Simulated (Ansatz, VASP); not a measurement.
**Two plane-wave programs on Rh**

```
CELL_PARAMETERS angstrom
-1.52288 1.52288 1.52288
1.52288 -1.52288 1.52288
1.52288 1.52288 -1.52288
ATOMIC_POSITIONS crystal
Rh 0.00000 0.00000 0.00000
```

Alike in both runs: functional r2SCAN; k mesh 15 × 15 × 15; occupations fermi-dirac, width 0.1 eV; no spin polarisation.

Ansatz relaxed the structure, and its values are those at the end. VASP's run is a single point on that final structure, the one shown.

|  | VASP | Ansatz |
| --- | --- | --- |
| version | VASP 6.6.1 | Ansatz 0.2.0 |
| potentials or method | VASP PAW PBE potentials, release 64 (Rh_sv_GW), cutoff 680 eV | plane waves (500 eV) with PAW, scalar-relativistic |
| valence electrons in the cell | 17 | 17 |

```tsv
	VASP	Ansatz	Ansatz less VASP
pressure (GPa)	0.2	0.0	-0.15
```

VASP's potentials were made for PBE, not for r2SCAN. The functional is the same, so the differences come from potentials, cutoffs and numerics.
